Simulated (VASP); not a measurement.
Crystal: Sn2PW3.

```xyz
6
Lattice="5.8868 0.0000 0.0000 -2.9434 5.0981 0.0000 0.0000 0.0000 4.4717" Properties=species:S:1:pos:R:3 pbc="T T T"
Sn    2.9434    1.6994    0.0000
Sn    0.0000    3.3988    0.0000
P     0.0000    0.0000    0.0000
W     1.4717    2.5491    2.2359
W     2.9434    0.0000    2.2359
W    -1.4717    2.5491    2.2359
```

The cell was built from a structure type or drawn by symmetry, and may not be a known phase.

| Property | Result |
| --- | --- |
| Program | VASP 6.6.1 |
| Task | relaxation of cell and atoms |
| Functional | PBE |
| Potentials or basis | VASP PAW PBE potentials, release 64 (Sn_d, P, W_sv) |
| Cutoff | 600 eV |
| k mesh | 3 × 3 × 4 |
| Occupations | gaussian, width 0.1 eV |
| Spin | no spin polarisation |

At the start: pressure -9.0 GPa; volume 22.37 Å³/atom.

Question: How do energy, volume and symmetry change on relaxing?

Answer: Over 7 steps the energy falls by 204.2 meV/atom and the volume is 20.33 Å³/atom (-9.1 %); space group P6/mmm (No. 191, to 0.1 Å) before and after.

The path:
```
step  energy change (eV)  largest force (eV/Å)  pressure (GPa)  volume (Å³)
   1              0.0000                0.0000           -8.97       134.20
   2             -0.6326                0.0000           17.91       110.70
   3             -0.9900                0.0000            5.31       118.49
   4             -1.1566                0.0000           -0.87       122.69
   5             -1.2227                0.0000            0.86       121.26
   6             -1.2223                0.0000           -0.89       122.74
   7             -1.2250                0.0000            0.01       121.97
```

Final structure:
```cif
data_structure
_symmetry_space_group_name_H-M 'P 1'
_symmetry_Int_Tables_number 1
_cell_length_a 5.4346
_cell_length_b 5.4346
_cell_length_c 4.7684
_cell_angle_alpha 90.000
_cell_angle_beta 90.000
_cell_angle_gamma 120.000
_cell_volume 121.97
loop_
_atom_site_label
_atom_site_type_symbol
_atom_site_fract_x
_atom_site_fract_y
_atom_site_fract_z
_atom_site_occupancy
Sn1 Sn 0.66667 0.33333 0.00000 1
Sn2 Sn 0.33333 0.66667 0.00000 1
P1 P 0.00000 0.00000 0.00000 1
W1 W 0.50000 0.50000 0.50000 1
W2 W 0.50000 0.00000 0.50000 1
W3 W 0.00000 0.50000 0.50000 1
```

Caveat: the k points lie up to 0.44 Å⁻¹ apart in the final cell, too coarse for converged energies and pressures of a metal.
